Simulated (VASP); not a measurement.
A run of VASP 6.6.1 is set up as follows.

INCAR

```
SYSTEM = PbS
  ALGO = Normal
  EDIFF = 1E-7
  ENCUT = 520
  GGA = PE
  ISIF = 2
  ISMEAR = 0
  LASPH = .True.
  LCHARG = .True.
  LELF = .True.
  LREAL = .False.
  LVHAR = .True.
  LWAVE = .False.
  NBANDS = 17
  NELM = 80
  PREC = Accurate
  SIGMA = 0.01
```

KPOINTS

```
k-points
0
Gamma
  6 6 6
  0 0 0
```

The input POSCAR:

```
PbS
1.0
    0.0000000000      2.9458450378      2.9458450378
    2.9458450378      0.0000000000      2.9458450378
    2.9458450378      2.9458450378      0.0000000000
Pb S
1 1
Direct
    0.0000000000      0.0000000000      0.0000000000
    0.5000000000      0.5000000000      0.5000000000
```

Potentials or basis: VASP PAW PBE potentials, release 64 (Pb_d, S).

Launch:

```bash
$ cat potpaw_PBE.64/Pb_d/POTCAR potpaw_PBE.64/S/POTCAR > POTCAR
$ mpirun -np 1 vasp_std > vasp.out
```

Q: Predict the band gap on the k mesh.

A: 0.29 eV, direct.

Q: Predict the pressure.

A: 3.4 GPa.

Caveat: spin-orbit coupling is left out, which moves the levels of the heavy elements. A k mesh can miss the band edges.
